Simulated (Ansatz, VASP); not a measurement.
RbMgSbO3 in VASP and in Ansatz

The input POSCAR:

```
RbMgSbO3
1.0
    3.0914557107      1.7848527868      3.9784741498
   -3.0914557107      1.7848527868      3.9784741498
    0.0000000000     -3.5697055735      3.9784741498
Rb Mg Sb O
1 1 1 3
Direct
    0.8779837598      0.8779837598      0.8779837598
    0.3319735932      0.3319735932      0.3319735932
    0.5754906610      0.5754906610      0.5754906610
    0.4945870290      0.4945870290      0.9658740480
    0.9658740480      0.4945870290      0.4945870290
    0.4945870290      0.9658740480      0.4945870290
```

The input INCAR.step1:

```
  PREC = Accurate
  ENCUT = 520
  ISMEAR = 0
  SIGMA = 0.05
  LREAL = F
  LASPH = T
  NELM = 60
  NBANDS = 26
  GGA = PE
  ALGO = Normal
  EDIFF = 1E-4
  LWAVE = T
  LCHARG = F
```

Contents of INCAR.step2:

```
  PREC = Accurate
  ENCUT = 520
  EDIFF = 1E-7
  ISMEAR = 0
  SIGMA = 0.05
  LREAL = F
  LASPH = T
  NELM = 60
  ALGO = Normal
  ISIF = 2
  LWAVE = F
  LCHARG = F
  METAGGA = R2SCAN
  LMIXTAU = T
  NBANDS = 26
  ISTART = 1
```

Contents of KPOINTS:

```
Automatic mesh
0
Gamma
  6 6 6
```

Input for Ansatz:

```yaml
crystal:
  lattice:
    - [3.0914557107, 1.7848527868, 3.9784741498]
    - [-3.0914557107, 1.7848527868, 3.9784741498]
    - [0.0, -3.5697055735, 3.9784741498]
  atoms:
    - { symbol: Rb, position: [0.8779837598, 0.8779837598, 0.8779837598] }
    - { symbol: Mg, position: [0.3319735932, 0.3319735932, 0.3319735932] }
    - { symbol: Sb, position: [0.575490661, 0.575490661, 0.575490661] }
    - { symbol: O, position: [0.494587029, 0.494587029, 0.965874048] }
    - { symbol: O, position: [0.965874048, 0.494587029, 0.494587029] }
    - { symbol: O, position: [0.494587029, 0.965874048, 0.494587029] }
basis:
  ecutwfc: 500
kpoints:
  mp_grid: { grid: [6, 6, 6] }
hamiltonian:
  xc: r2scan
scf:
  occupations: { method: gaussian, width: 0.05 }
output:
  forces: true
  stress: true
  eigenvalues: true
```

Change from the starting cell: strain -0.0100 x Voigt [0, 0, 1, 0, 0, 0], atoms carried along.

Alike in both runs: task single point; functional r2SCAN; k mesh 6 × 6 × 6; occupations gaussian, width 0.05 eV; no spin polarisation.

|  | VASP | Ansatz |
| --- | --- | --- |
| version | VASP 6.6.1 | Ansatz 0.2.0 |
| potentials or method | VASP PAW PBE potentials, release 64 (Rb_sv, Mg, Sb, O), cutoff 520 eV | scalar-relativistic, plane waves, PAW |
| valence electrons in the cell | 34 | 52 |

Ansatz gave:

* gap on the k mesh at the Fermi level (eV): 3.56
* least direct gap on the mesh (eV): 3.56
* pressure (GPa): 0.5
* traceless stress, the component that is largest in VASP (GPa): 0.29
* rms of the force components (eV/Å): 0.067

Estimate VASP's values.

gap on the k mesh at the Fermi level (eV): 3.55; least direct gap on the mesh (eV): 3.55; pressure (GPa): 0.6; traceless stress, the component that is largest in VASP (GPa): 0.24; rms of the force components (eV/Å): 0.147.

VASP's potentials were made for PBE, not for r2SCAN. Atom by atom the forces differ by 0.082 eV/Å (rms over components). With one functional, cell and mesh, what is left measures potentials, basis and numerics. VASP's potentials hold 34 valence electrons a cell and Ansatz's 52, so a difference there can come from the potentials and not from the codes.

Spin-orbit coupling is off throughout.
